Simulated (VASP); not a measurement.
Mg, 2 atoms in the cell. Symmetry: P6_3/mmc, No. 194, hexagonal system. The conventional cell has a = 3.121 Å, b = 3.121 Å, c = 5.007 Å, α = 90.00°, β = 90.00°, γ = 120.00°. Within 4.1 Å of Mg (site symmetry -6m2) lie 12 Mg at 3.08 to 3.12 Å. 

| Item | Value |
| --- | --- |
| Program | VASP 6.6.1 |
| Task | single point |
| Functional | PBE |
| Potentials or basis | VASP PAW PBE potentials, release 64 (Mg) |
| Cutoff | 520 eV |
| k mesh | 15 × 15 × 8 |
| Occupations | fermi-dirac, width 0.1 eV |
| Spin | no spin polarisation |
| Dipole correction | no |
| k mesh for the DOS | 23 × 23 × 12 |
| Occupations for the DOS | tetrahedron |
| Further INCAR settings | ALGO = Normal; EDIFF = 1e-06 |

Potentials or basis: VASP PAW PBE potentials, release 64 (Mg).

Command:

```bash
$ cat potpaw_PBE.64/Mg/POTCAR > POTCAR
$ cp INCAR.step1 INCAR
$ cp KPOINTS.step1 KPOINTS
$ mpirun -np 1 vasp_std > vasp.out
$ cp INCAR.step2 INCAR
$ cp KPOINTS.step2 KPOINTS
$ mpirun -np 1 vasp_std > vasp.out
```

Hardware: 1 thread of Intel(R) Xeon(R) 6975P-C (Granite Rapids) (shared host).

Problem. Estimate the wall time of this run.

Solution. Run time: 29 s on 1 thread of Intel(R) Xeon(R) 6975P-C (Granite Rapids), on a shared host, peak memory 0.23 GiB. Counts: k points 392.
